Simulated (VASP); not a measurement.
Ta, 5 atoms in the cell. The cell holds a slab with vacuum, 5 atoms: a = 3.253 Å, b = 3.253 Å, c = 22.506 Å, α = 90.00°, β = 90.00°, γ = 90.00°. 

```yaml
Program: VASP 6.6.1
Task: single point
Functional: LDA
Potentials_or_basis: VASP PAW LDA potentials, release 64 (Ta_pv)
Cutoff: 520 eV
k_mesh: 11 × 11 × 1
Occupations: fermi-dirac, width 0.05 eV
Spin: no spin polarisation
Dipole_correction: yes
Further_INCAR_settings: ALGO = Normal; EDIFF = 1e-06; NBANDS = 36
```

Potentials or basis: VASP PAW LDA potentials, release 64 (Ta_pv).

The run is started by

```bash
$ cat potpaw_LDA.64/Ta_pv/POTCAR > POTCAR
$ mpirun -np 1 vasp_std > vasp.out
```

Hardware: 1 thread of Intel(R) Xeon(R) 6975P-C (Granite Rapids), on a shared host.

Task: How long does it take, and how much memory?

Result: Run time: 96 s on 1 thread of Intel(R) Xeon(R) 6975P-C (Granite Rapids), with other jobs on the host, peak memory 0.31 GiB. Counts: scf iterations 26, k points 21.
